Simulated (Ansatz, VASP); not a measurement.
# One calculation of Si4W, two programs

```xyz
5
Lattice="-2.8194 2.8194 2.8194 2.8194 -2.8194 2.8194 2.8194 2.8194 -2.8194" Properties=species:S:1:pos:R:3 pbc="T T T"
Si    1.4097    1.4097    1.4097
Si    1.4097    1.4097   -1.4097
Si    1.4097   -1.4097    1.4097
Si   -1.4097    1.4097    1.4097
W     0.0000    0.0000    0.0000
```

Alike in both runs: functional PBE; k mesh 10 × 10 × 10; occupations gaussian, width 0.1 eV; no spin polarisation.

Ansatz relaxed the structure, and its values are those at the end. VASP's run is a single point on that final structure, the one shown.

|  | VASP | Ansatz |
| --- | --- | --- |
| version | VASP 6.6.1 | Ansatz 0.2.0 |
| potentials or method | VASP PAW PBE potentials, release 64 (Si, W_sv), cutoff 520 eV | scalar-relativistic, plane waves, PAW |
| valence electrons in the cell | 30 | 30 |

```tsv
	VASP	Ansatz	Ansatz less VASP
gap on the k mesh at the Fermi level (eV)	none	none	-
pressure (GPa)	0.0	0.0	+0.01
```

A gap of «none» marks a metal or a gap that the smearing closes.

Spin-orbit coupling is off throughout.
